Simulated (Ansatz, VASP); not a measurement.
B3N4 in VASP and in Ansatz

```
N B
1.0
     5.01078    0.00000    0.00000
    -1.25270    3.37591    0.00000
     0.00000    0.00000   23.44094
N B
8 6
Direct
  0.02252 0.09009 0.17064
  0.52252 0.09009 0.17064
  0.30695 0.22778 0.26105
  0.80695 0.22778 0.26105
  0.08665 0.34663 0.35335
  0.58665 0.34663 0.35335
  0.59371 0.62488 0.52647
  0.59371 0.62488 0.57340
  0.28421 0.13682 0.20075
  0.78421 0.13682 0.20075
  0.06735 0.26942 0.28955
  0.56735 0.26942 0.28955
  0.34371 0.37488 0.38142
  0.84371 0.37488 0.38142
```

Alike in both runs: task single point; functional PBE; dispersion D3(BJ); k mesh 6 × 8 × 1; occupations gaussian, width 0.05 eV; no spin polarisation.

```csv
,VASP,Ansatz
version,VASP 6.6.1,Ansatz 0.2.0
potentials or method,"VASP PAW PBE potentials, release 64 (N, B), cutoff 520 eV","scalar-relativistic, plane waves, PAW"
valence electrons in the cell,58,58
```

VASP gave:

```
gap on the k mesh at the Fermi level (eV) : none
rms of the force components (eV/Å)        : 1.171
```

Task: Which values does Ansatz return?

Result: gap on the k mesh at the Fermi level (eV): none; rms of the force components (eV/Å): 1.072.

A gap of «none» marks a metal or a gap that the smearing closes. Ansatz's warnings: vacuum below fermi.

Noted on VASP's run: the standard files for N, O and F lose accuracy on very short bonds.
